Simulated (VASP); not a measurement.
Be: single point with PBE

Crystal: Be.

```xyz
4
Lattice="3.7035 0.0000 0.0000 0.0000 3.7035 0.0000 0.0000 0.0000 2.3918" Properties=species:S:1:pos:R:3 pbc="T T T"
Be    1.1434    1.1434    0.0000
Be    2.5601    2.5601    0.0000
Be    0.7084    2.9951    1.1959
Be    2.9951    0.7084    1.1959
```

This cell differs from its parent crystal: strained.

```
Program             : VASP 6.6.1
Task                : single point
Functional          : PBE
Potentials or basis : VASP PAW PBE potentials, release 64 (Be)
Cutoff              : 520 eV
k mesh              : 12 × 12 × 18
Occupations         : gaussian, width 0.1 eV
Spin                : no spin polarisation
```

- Pressure: -1.1 GPa
- Largest force: 0.834 eV/Å
- Band gap on the k mesh: zero (bands 4 and 5 overlap by 2.19 eV)

Forces on the atoms (eV/Å):
```
Be  -0.590 -0.590  0.000
Be   0.590  0.590  0.000
Be   0.590 -0.590  0.000
Be  -0.590  0.590  0.000
```

Stress tensor (GPa, compression positive):
```
  5.74   0.00   0.00
  0.00   5.74   0.00
  0.00   0.00 -14.81
```

Levels at points of the mesh, in eV from the Fermi level:
| k point | band 2 | band 3 | band 4 | band 5 | band 6 | band 7 |
| --- | --- | --- | --- | --- | --- | --- |
| (0.00, 0.00, 0.00) | -4.57 | -3.71 | -0.86 | -0.86 | 6.15 | 6.15 |
| (0.50, 0.00, 0.00) | -8.91 | -2.28 | -2.28 | 2.16 | 2.16 | 9.73 |
| (0.50, 0.50, 0.00) | -6.89 | -6.84 | -6.84 | 9.23 | 9.23 | 10.64 |
| (0.00, 0.00, 0.50) | -6.02 | 1.33 | 1.33 | 1.45 | 1.45 | 2.65 |
| (0.50, 0.00, 0.50) | -4.64 | -3.43 | -3.43 | 3.35 | 3.35 | 4.89 |
| (0.50, 0.50, 0.50) | -3.83 | -3.35 | -3.35 | 1.29 | 1.29 | 1.32 |

It took 57 s on 1 thread of Intel(R) Xeon(R) Platinum 8259CL CPU @ 2.50GHz (Skylake/Cascade Lake) (shared host), peak memory 0.2 GiB.

Caveat: the cell differs from its parent crystal (strained); the stress differs along the axes, from -15 to 6 GPa.
